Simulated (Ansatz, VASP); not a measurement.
## CoSi: VASP beside Ansatz

Contents of INCAR:

```
PREC = Accurate
ENCUT = 600
EDIFF = 1E-6
ISMEAR = -1
SIGMA = 0.1
LREAL = False
LASPH = True
NELM = 120
ALGO = Normal
ISIF = 2
LWAVE = False
LCHARG = False
GGA = PE
NBANDS = 14
GGA_COMPAT = False
```

Contents of KPOINTS:

```
Automatic mesh
0
Gamma
  14 14 14
```

File POSCAR:

```
CoSi
1.0
    2.2780229704      0.0000000000      0.0000000000
    0.0000000000      2.2780229704      0.0000000000
    0.0000000000      0.0000000000      2.2780229704
Co Si
1 1
Direct
    0.0000000000      0.0000000000      0.0000000000
    0.5000000000      0.5000000000      0.5000000000
```

Input for Ansatz:

```yaml
crystal:
  lattice:
    - [2.2780229704, 0.0, 0.0]
    - [0.0, 2.2780229704, 0.0]
    - [0.0, 0.0, 2.2780229704]
  atoms:
    - { symbol: Co, position: [0.0, 0.0, 0.0] }
    - { symbol: Si, position: [0.5, 0.5, 0.5] }
kpoints:
  mp_grid: { grid: [14, 14, 14] }
  band_path:
    path:
      - [0.0, 0.0, 0.0]
      - [0.0, 0.5, 0.0]
      - [0.5, 0.5, 0.0]
      - [0.0, 0.0, 0.0]
      - [0.5, 0.5, 0.5]
      - [0.0, 0.5, 0.0]
      - [0.5, 0.5, 0.5]
      - [0.5, 0.5, 0.0]
    npoints: 8
scf:
  occupations: { method: fermi_dirac, width: 0.1 }
hamiltonian:
  xc: pbe
  pseudopotentials: { kind: all_electron, lapw: { basis_error: 0.001 } }
output:
  forces: true
  stress: true
  eigenvalues: true
  populations: true
  dos: { projected: true, de: 0.2, e_range: [-14, 8] }
```

Change from the starting cell: volume scaled by 0.55, LAPW.

Alike in both runs: task single point; functional PBE; k mesh 14 × 14 × 14; occupations fermi-dirac, width 0.1 eV; no spin polarisation.

|  | VASP | Ansatz |
| --- | --- | --- |
| version | VASP 6.6.1 | Ansatz 0.2.0 |
| potentials or method | VASP PAW PBE potentials, release 64 (Co, Si), cutoff 600 eV | all-electron LAPW, scalar-relativistic |

Ansatz gave:

```
pressure (GPa) : 492.3
```

Q: What did VASP give for the same quantities?

A: Pressure (GPa): 502.0.

Both programs put the cell under a high pressure, so it lies far from rest at this level. Ansatz ran all-electron here, and VASP with PAW potentials.

Noted on VASP's run: the cell as given lies far from equilibrium.
